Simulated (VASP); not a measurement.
Rh:

```
Rh
1.0
     4.79161    0.00000    0.00000
     0.00000    4.79161    0.00000
     0.00000    0.00000    4.79161
Rh
8
Direct
  0.00000 0.00000 0.00000
  0.50000 0.50000 0.50000
  0.25000 0.00000 0.50000
  0.75000 0.00000 0.50000
  0.50000 0.25000 0.00000
  0.50000 0.75000 0.00000
  0.00000 0.50000 0.25000
  0.00000 0.50000 0.75000
```

```yaml
Program: VASP 6.6.1
Task: relaxation of cell and atoms
Functional: PBE
Potentials_or_basis: VASP PAW PBE potentials, release 64 (Rh_pv)
Cutoff: 500 eV
k_mesh: 6 × 6 × 6
Occupations: fermi-dirac, width 0.1 eV
Spin: no spin polarisation
```

At the start: pressure 15.9 GPa; volume 13.75 Å³/atom.

Q: How do energy, volume and symmetry change on relaxing?

A: Over 4 steps the energy falls by 38.9 meV/atom and the volume is 14.59 Å³/atom (+6.1 %); space group Pm-3n (No. 223, to 0.1 Å) before and after.

The path:
```tsv
step	energy change (eV)	largest force (eV/Å)	pressure (GPa)	volume (Å³)
1	0.0000	0.0000	15.90	110.01
2	0.9933	0.0000	-22.07	133.20
3	-0.3102	0.0000	-0.66	117.00
4	-0.3109	0.0000	-0.06	116.70
```

Final structure:
```xyz
8
Lattice="4.8867 0.0000 0.0000 0.0000 4.8867 0.0000 0.0000 0.0000 4.8867" Properties=species:S:1:pos:R:3 pbc="T T T"
Rh    0.0000    0.0000    0.0000
Rh    2.4434    2.4434    2.4434
Rh    1.2217    0.0000    2.4434
Rh    3.6650    0.0000    2.4434
Rh    2.4434    1.2217    0.0000
Rh    2.4434    3.6650    0.0000
Rh    0.0000    2.4434    1.2217
Rh    0.0000    2.4434    3.6650
```
